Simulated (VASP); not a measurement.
AlSn4, 5 atoms in the cell. It takes space group Cmmm (No. 65, orthorhombic). The conventional cell has a = 7.707 Å, b = 9.243 Å, c = 3.512 Å, α = 90.00°, β = 90.00°, γ = 90.00°. Within 2.8 Å of Al (site symmetry mmm) lie 6 Sn at 2.15 to 2.42 Å. Sn (site symmetry m2m) has 1 Al at 2.15 Å within 2.8 Å. Within 3.2 Å of Sn (site symmetry 2mm) lie 2 Al at 2.42 Å. 

```yaml
Program: VASP 6.6.1
Task: relaxation of cell and atoms
Functional: PBE
Potentials_or_basis: VASP PAW PBE potentials, release 64 (Al, Sn_d)
Cutoff: 600 eV
k_mesh: 4 × 4 × 6
Occupations: gaussian, width 0.1 eV
Spin: no spin polarisation
Dipole_correction: no
Further_INCAR_settings: ALGO = Fast; EDIFF = 1e-06; IBRION = 2; EDIFFG = -0.04; NSW = 90; ISIF = 3
```

Potentials or basis: VASP PAW PBE potentials, release 64 (Al, Sn_d).

Command:

```sh
$ cat potpaw_PBE.64/Al/POTCAR potpaw_PBE.64/Sn_d/POTCAR > POTCAR
$ mpirun -np 1 vasp_std > vasp.out
```

Hardware: 1 thread of Intel(R) Xeon(R) Platinum 8259CL CPU @ 2.50GHz (Skylake/Cascade Lake), with other jobs on the host.

Task: Estimate the wall time of this run.

Result: It took 53 min on 1 thread of Intel(R) Xeon(R) Platinum 8259CL CPU @ 2.50GHz (Skylake/Cascade Lake), on a shared host, peak memory 0.33 GiB. Counts: scf iterations 410, k points 28, ion steps 34.
